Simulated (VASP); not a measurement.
# Si16Ge (a cell with a defect) in VASP: single point with PBEsol

Aim: the single point of Si16Ge (a cell with a defect) with PBEsol.

Everything below comes from runs of VASP 6.6.1. Logs are shortened: lines on timing, memory, paths and dates and some standing lists are left out, and cuts for length are marked.

## Step 1: The cell of the first run

The cell holds a defect, 17 atoms: a = 7.679 Å, b = 7.679 Å, c = 7.679 Å, α = 60.00°, β = 60.00°, γ = 60.00°.

## Step 2: Single point, PBEsol

Contents of INCAR:

```
PREC     = Accurate       # precision mode
ENCUT    = 520            # plane-wave cutoff, eV
EDIFF    = 1E-6           # SCF threshold, eV
ISMEAR   = 0              # smearing method
SIGMA    = 0.05           # smearing width, eV
LREAL    = Auto         
LASPH    = True           # aspherical terms in the spheres
NELM     = 100            # most SCF steps
ALGO     = Normal         # electronic algorithm
ISIF     = 2              # what is computed and relaxed
LWAVE    = False          # write WAVECAR
LCHARG   = True           # write CHGCAR
GGA      = PS             # functional
LELF     = True           # ELF
LVHAR    = True         
NBANDS   = 53             # bands
```

Contents of KPOINTS:

```
Automatic mesh
0
Gamma
  2 2 2
```

Contents of POSCAR:

```
Si16Ge
1.0
    0.0000000000      5.4300000000      5.4300000000
    5.4300000000      0.0000000000      5.4300000000
    5.4300000000      5.4300000000      0.0000000000
Si Ge
16 1
Direct
    0.0008921731      0.0007398711      0.0006829650
    0.1250130755      0.1249876611      0.1249760589
    0.0007941989      0.0006360037      0.4976989871
    0.1206594843      0.1204961326      0.6293296501
    0.0008136280      0.4976985267      0.0005981584
    0.1206460405      0.6293895028      0.1204274401
   -0.0110778085      0.5036739411      0.5036800184
    0.1207215470      0.6292539595      0.6292167587
    0.4976907919      0.0007128913      0.0006554328
    0.6295415285      0.1204617864      0.1204067219
    0.5038591160     -0.0116384899      0.5039152855
    0.6294321363      0.1205111418      0.6292960405
    0.5039305709      0.5039808471     -0.0118379374
    0.6294570902      0.6293581952      0.1204399632
    0.5036296501      0.5035847145      0.5035817680
    0.6252815838      0.6246756906      0.6244587477
    0.3754458564      0.3745069982      0.3741546961
```

Potentials or basis: VASP PAW PBE potentials, release 64 (Si, Ge_d).

The run is started by

```bash
$ cat potpaw_PBE.64/Si/POTCAR potpaw_PBE.64/Ge_d/POTCAR > POTCAR
$ mpirun -np 1 vasp_std > vasp.out
```

OUTCAR:

```text
PREC = Accurate
   ENCUT = 520
   EDIFF = 1E-6
   ISMEAR = 0
   LREAL = Auto
   LASPH = True
   NELM = 100
   ISIF = 2
   GGA = PS

 ion  position               nearest neighbor table
   1  0.001  0.001  0.001-   6 2.33  10 2.33   4 2.33   2 2.34
   2  0.125  0.125  0.125-   1 2.34   9 2.34   5 2.34   3 2.34
   3  0.001  0.001  0.498-   4 2.33  12 2.33   8 2.33   2 2.34
   4  0.121  0.120  0.629-   3 2.33   1 2.33   7 2.40  11 2.40  17 2.76
   5  0.001  0.498  0.001-   6 2.33  14 2.33   8 2.33   2 2.34
   6  0.121  0.629  0.120-   5 2.33   1 2.33   7 2.40  13 2.40  17 2.76
   7  0.989  0.504  0.504-  16 2.28   8 2.40   4 2.40   6 2.40  17 2.42
   8  0.121  0.629  0.629-   3 2.33   5 2.33  15 2.40   7 2.40  17 2.77
   9  0.498  0.001  0.001-  10 2.33  14 2.33  12 2.33   2 2.34
  10  0.630  0.120  0.120-   9 2.33   1 2.33  11 2.40  13 2.40  17 2.76
  11  0.504  0.988  0.504-  16 2.28  12 2.40   4 2.40  10 2.40  17 2.42
  12  0.629  0.121  0.629-   3 2.33   9 2.33  15 2.40  11 2.40  17 2.76
  13  0.504  0.504  0.988-  16 2.28  14 2.40   6 2.40  10 2.40  17 2.42
  14  0.629  0.629  0.120-   5 2.33   9 2.33  15 2.40  13 2.40  17 2.76
  15  0.504  0.504  0.504-  16 2.28   8 2.40  12 2.40  14 2.40  17 2.42
  16  0.625  0.625  0.624-  15 2.28   7 2.28  11 2.28  13 2.28
  17  0.375  0.375  0.374-  13 2.42  11 2.42   7 2.42  15 2.42  10 2.76   6 2.76   4 2.76  14 2.76
                            12 2.76   8 2.77

  LATTYP: Found a face centered cubic cell.
 ALAT       =    10.8600000000

  Lattice vectors:

 A1 = (   0.0000000000,   5.4300000000,   5.4300000000)
 A2 = (   5.4300000000,   0.0000000000,   5.4300000000)
 A3 = (   5.4300000000,   5.4300000000,   0.0000000000)

Analysis of symmetry for initial positions (statically):
=====================================================================
 Subroutine PRICEL returns:
 Original cell was already a primitive cell.

 Routine SETGRP: Setting up the symmetry group for a
 face centered cubic supercell.

 Subroutine GETGRP returns: Found  1 space group operations
 (whereof  1 operations were pure point group operations)
 out of a pool of 48 trial point group operations.

The static configuration has the point symmetry C_1 .

Analysis of symmetry for dynamics (positions and initial velocities):
=====================================================================
 Subroutine PRICEL returns:
 Original cell was already a primitive cell.

 Routine SETGRP: Setting up the symmetry group for a
 face centered cubic supercell.

 Subroutine GETGRP returns: Found  1 space group operations
 (whereof  1 operations were pure point group operations)
 out of a pool of 48 trial point group operations.

The dynamic configuration has the point symmetry C_1 .

 Subroutine INISYM returns: Found  1 space group operations
 (whereof  1 operations are pure point group operations),
 and found     1 'primitive' translations

----------------------------------------------------------------------------------------

                                     Primitive cell

  volume of cell :     320.2060

  direct lattice vectors                    reciprocal lattice vectors
     0.000000000  5.430000000  5.430000000    -0.092081031  0.092081031  0.092081031
     5.430000000  0.000000000  5.430000000     0.092081031 -0.092081031  0.092081031
     5.430000000  5.430000000  0.000000000     0.092081031  0.092081031 -0.092081031

  length of vectors
     7.679179644  7.679179644  7.679179644     0.159489025  0.159489025  0.159489025

  position of ions in fractional coordinates (direct lattice)
     0.000892173  0.000739871  0.000682965
     0.125013076  0.124987661  0.124976059
     0.000794199  0.000636004  0.497698987
     0.120659484  0.120496133  0.629329650
     0.000813628  0.497698527  0.000598158
     0.120646040  0.629389503  0.120427440
[... 9 lines left out ...]
     0.625281584  0.624675691  0.624458748
     0.375445856  0.374506998  0.374154696

  ion indices of the primitive-cell ions
   primitive index   ion index
                 1           1
                 2           2
                 3           3
                 4           4
                 5           5
                 6           6
[... 9 lines left out ...]
                16          16
                17          17

----------------------------------------------------------------------------------------

 KPOINTS: Automatic mesh

Automatic generation of k-mesh.
 Grid dimensions read from file:
 generate k-points for:    2    2    2

 Generating k-lattice:

  Cartesian coordinates                     Fractional coordinates (reciprocal lattice)
    -0.046040516  0.046040516  0.046040516     0.500000000  0.000000000  0.000000000
     0.046040516 -0.046040516  0.046040516     0.000000000  0.500000000  0.000000000
     0.046040516  0.046040516 -0.046040516     0.000000000  0.000000000  0.500000000

  Length of vectors
     0.079744512  0.079744512  0.079744512

  Shift w.r.t. Gamma in fractional coordinates (k-lattice)
     0.000000000  0.000000000  0.000000000

 Subroutine IBZKPT returns following result:
 ===========================================

 Found      8 irreducible k-points:

 Following reciprocal coordinates:
            Coordinates               Weight
  0.000000  0.000000  0.000000      1.000000
  0.500000  0.000000  0.000000      1.000000
  0.000000  0.500000  0.000000      1.000000
  0.000000  0.000000  0.500000      1.000000
  0.500000  0.500000  0.500000      1.000000
  0.500000  0.500000  0.000000      1.000000
  0.000000  0.500000  0.500000      1.000000
  0.500000  0.000000  0.500000      1.000000
   k-points           NKPTS =      8   k-points in BZ     NKDIM =      8   number of bands    NBANDS=     53
   number of dos      NEDOS =    301   number of ions     NIONS =     17
   total plane-waves  NPLWV = 216000
   dimension x,y,z NGX =    60 NGY =   60 NGZ =   60
   dimension x,y,z NGXF=   120 NGYF=  120 NGZF=  120
   ions per type =              16   1
   NGX,Y,Z   is equivalent  to a cutoff of  12.99, 12.99, 12.99 a.u.
   NGXF,Y,Z  is equivalent  to a cutoff of  25.98, 25.98, 25.98 a.u.
 SYSTEM =  unknown system
   PREC   = accura    normal or accurate (medium, high low for compatibility)
   ISTART =      0    job   : 0-new  1-cont  2-samecut
   ICHARG =      2    charge: 1-file 2-atom 10-const
   ISPIN  =      1    spin polarized calculation?
   LNONCOLLINEAR =      F non collinear calculations
   LSORBIT =      F    spin-orbit coupling
   LASPH  =      T    aspherical Exc in radial PAW
   ENCUT  =  520.0 eV  38.22 Ry    6.18 a.u.  14.28 14.28 14.28*2*pi/ulx,y,z
   NELM   =    100;   NELMIN=  2; NELMDL= -5     # of ELM steps
   EDIFF  = 0.1E-05   stopping-criterion for ELM
   LREAL  =      T    real-space projection
   EDIFFG = 0.1E-04   stopping-criterion for IOM
   NSW    =      0    number of steps for IOM
   IBRION =     -1    ionic relax: 0-MD 1-quasi-New 2-CG
   NFREE  =      0    steps in history (QN), initial steepest desc. (CG)
   ISIF   =      2    stress and relaxation
   ISYM   =      2    0-nonsym 1-usesym 2-fastsym
   POTIM  = 0.5000    time-step for ionic-motion
   TEBEG  =    0.0;   TEEND  =   0.0 temperature during run
   PSTRESS=    0.0 pullay stress
   NELECT =      78.0000    total number of electrons
   NUPDOWN=      -1.0000    fix difference up-down
   EMIN   =  10.00;   EMAX   =-10.00  energy-range for DOS
   EFERMI =   0.00;   METHOD = LEGACY
   ISMEAR =     0;   SIGMA  =   0.05  broadening in eV -4-tet -1-fermi 0-gaus
   EFERMI_NEDOS =   21; number of points for ismear=-14 and -15
   IALGO  =     38    algorithm
   IMIX   =      4    mixing-type and parameters
     AMIX     =   0.40;   BMIX     =  1.00
     AMIX_MAG =   1.60;   BMIX_MAG =  1.00
  volume/ion in A,a.u.               =      18.84       127.11
  Fermi-wavevector in a.u.,A,eV,Ry     =   1.022421  1.932096 14.222785  1.045345
  Thomas-Fermi vector in A             =   2.156100
   LORBIT       =      0    0 simple, 1 ext, 2 COOP (PROOUT), +10 PAW based schemes
   GGA     = PS    functional components
   LHFCALC =     F    Hartree Fock is set to
   AEXX    =    0.0000 exact exchange contribution
   IVDW    =     0    specifies the selected vdW correction
   LEPSILON=     F    determine dielectric tensor
   LRPA    =     F    only Hartree local field effects (RPA)
 non-spin polarized calculation
 Gauss-broadening in eV      SIGMA  =   0.05
  energy-cutoff  :      520.00
  volume of cell :      320.21
 maximum number of plane-waves:      8646
 NGX is ok and might be reduce to    60
   NGX = 29   NGY = 29   NGZ = 29

 number of electron      77.9999998 magnetization

 Free energy of the ion-electron system (eV)
  ---------------------------------------------------
  ext. energy  EPLUGINS =         0.00000000
  ---------------------------------------------------
  free energy    TOTEN  =       -92.78717990 eV

  energy without entropy =      -92.77898626  energy(sigma->0) =      -92.78308308

 E-fermi :   6.7943     XC(G=0):  -9.8842

 val. band max:        6.5595499492   @ k =   0.0000   0.0000   0.0000
 cond. band min:       6.7963303461   @ k =   0.0000   0.0000   0.0000
 fundamental gap:      0.2367803969
 Fermi energy:         6.7943284268

 k-point     1 :       0.0000    0.0000    0.0000
  band No.  band energies     occupation
      1     -18.2738      2.00000
      2     -18.2738      2.00000
      3     -18.2737      2.00000
      4     -18.2598      2.00000
      5     -18.2598      2.00000
      6      -6.6130      2.00000
[... 43 lines left out ...]
     50       8.0100      0.00000
     51       8.9832      0.00000

 k-point     2 :       0.5000    0.0000    0.0000
  band No.  band energies     occupation
      1     -18.2738      2.00000
      2     -18.2738      2.00000
      3     -18.2737      2.00000
      4     -18.2598      2.00000
      5     -18.2598      2.00000
      6      -6.2876      2.00000
[... 316 lines left out ...]
 k-point     8 :       0.5000    0.0000    0.5000
  band No.  band energies     occupation
      1     -18.2738      2.00000
      2     -18.2738      2.00000
      3     -18.2737      2.00000
      4     -18.2598      2.00000
      5     -18.2598      2.00000
      6      -6.1839      2.00000
[... 43 lines left out ...]
     50      10.2127      0.00000
     51      10.2141      0.00000
 [bands above 51 left out]

------------------------ aborting loop because EDIFF is reached ----------------------------------------

  FORCE on cell =-STRESS in cart. coord.  units (eV):
  Direction    XX          YY          ZZ          XY          YZ          ZX
  --------------------------------------------------------------------------------------
  -------------------------------------------------------------------------------------
  Total        9.4336969      9.4396814      9.4411254      0.0016016     -0.0023410     -0.0002862
  in kB       47.2022843     47.2322281     47.2394536      0.0080136     -0.0117132     -0.0014319
  external PRESSURE =      47.2246553 kB  Pullay stress =       0.0000000 kB

 VOLUME and BASIS-vectors are now :
 -----------------------------------------------------------------------------
  energy-cutoff  :      520.00
  volume of cell :      320.21
      direct lattice vectors                 reciprocal lattice vectors
     0.000000000  5.430000000  5.430000000    -0.092081031  0.092081031  0.092081031
     5.430000000  0.000000000  5.430000000     0.092081031 -0.092081031  0.092081031
     5.430000000  5.430000000  0.000000000     0.092081031  0.092081031 -0.092081031

 POSITION                                       TOTAL-FORCE (eV/Angst)
 -----------------------------------------------------------------------------------
      0.00773      0.00855      0.00886        -0.001293     -0.000812     -0.000444
      1.35730      1.35744      1.35750         0.001263      0.000463      0.000083
      2.70596      2.70682      0.00777        -0.001589     -0.000966      0.000915
      4.07155      4.07244      1.30947         0.001702      0.001518      0.006432
      2.70575      0.00767      2.70692        -0.001337      0.000538     -0.000715
      4.07151      1.30903      4.07269         0.001008      0.006983      0.001195
[... 9 lines left out ...]
      6.78280      6.78609      6.78727         0.008377      0.002627      0.000507
      4.06523      4.07033      4.07224         0.018023      0.005452      0.000003
 -----------------------------------------------------------------------------------
    total drift:                                0.001909     -0.000992     -0.001091

  FREE ENERGIE OF THE ION-ELECTRON SYSTEM (eV)
  ---------------------------------------------------
  free  energy   TOTEN  =       -92.7871798973 eV

  energy  without entropy=      -92.7789862626  energy(sigma->0) =      -92.78308308
```

Run time: 8 min. Hardware: 1 thread of Intel Xeon 8259CL, shared host; peak memory 0.5 GiB.

What came out:

```
Free energy            : -92.7872 eV
Pressure               : 4.7 GPa
Largest force          : 0.019 eV/Å
Band gap on the k mesh : zero (bands 39 and 40 overlap by 0.31 eV)
```

Forces on the atoms (eV/Å):
```
Si  -0.001 -0.001  0.000
Si   0.001  0.000  0.000
Si  -0.002 -0.001  0.001
Si   0.002  0.002  0.006
Si  -0.001  0.001 -0.001
Si   0.001  0.007  0.001
Si  -0.012  0.001  0.003
Si  -0.003  0.000  0.000
Si  -0.001  0.000  0.000
Si   0.010  0.000  0.000
Si  -0.005 -0.006  0.003
Si   0.001 -0.005 -0.001
Si  -0.006  0.001 -0.004
Si   0.001  0.000 -0.006
Si  -0.012 -0.006 -0.004
Si   0.008  0.003  0.001
Ge   0.018  0.005  0.000
```

Caveat: the k points lie up to 0.50 Å⁻¹ apart; the PAW data sets were made with another functional, which shifts forces and pressure a little.

The gap in the log of VASP goes by the Fermi energy; the results here count the filled bands.